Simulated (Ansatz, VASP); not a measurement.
Two plane-wave programs on Cr3O

```
Cr O
1.0
     5.05329    0.00000    0.00000
    -2.52665    4.37628    0.00000
     0.00000    0.00000    3.93501
Cr O
6 2
Direct
  0.84142 0.68285 0.25000
  0.15858 0.84142 0.75000
  0.31715 0.15858 0.25000
  0.15858 0.31715 0.75000
  0.84142 0.15858 0.25000
  0.68285 0.84142 0.75000
  0.33333 0.66667 0.25000
  0.66667 0.33333 0.75000
```

Alike in both runs: functional PBE; k mesh 12 × 12 × 10; occupations gaussian, width 0.1 eV; no spin polarisation.

Ansatz relaxed the structure, and its values are those at the end. VASP's run is a single point on that final structure, the one shown.

|  | VASP | Ansatz |
| --- | --- | --- |
| version | VASP 6.6.1 | Ansatz 0.2.0 |
| potentials or method | VASP PAW PBE potentials, release 64 (Cr_pv, O), cutoff 520 eV | scalar-relativistic, plane waves, PAW |
| valence electrons in the cell | 84 | 96 |

Ansatz gave:

- gap on the k mesh at the Fermi level (eV): none
- pressure (GPa): 0.0
- rms of the force components (eV/Å): 0.002

Which values does VASP return?

gap on the k mesh at the Fermi level (eV): none; pressure (GPa): -0.2; rms of the force components (eV/Å): 0.012.

A gap of «none» marks a metal or a gap that the smearing closes. The functional is the same, so the differences come from potentials, cutoffs and numerics. VASP's potentials hold 84 valence electrons a cell and Ansatz's 96, so a difference there can come from the potentials and not from the codes.
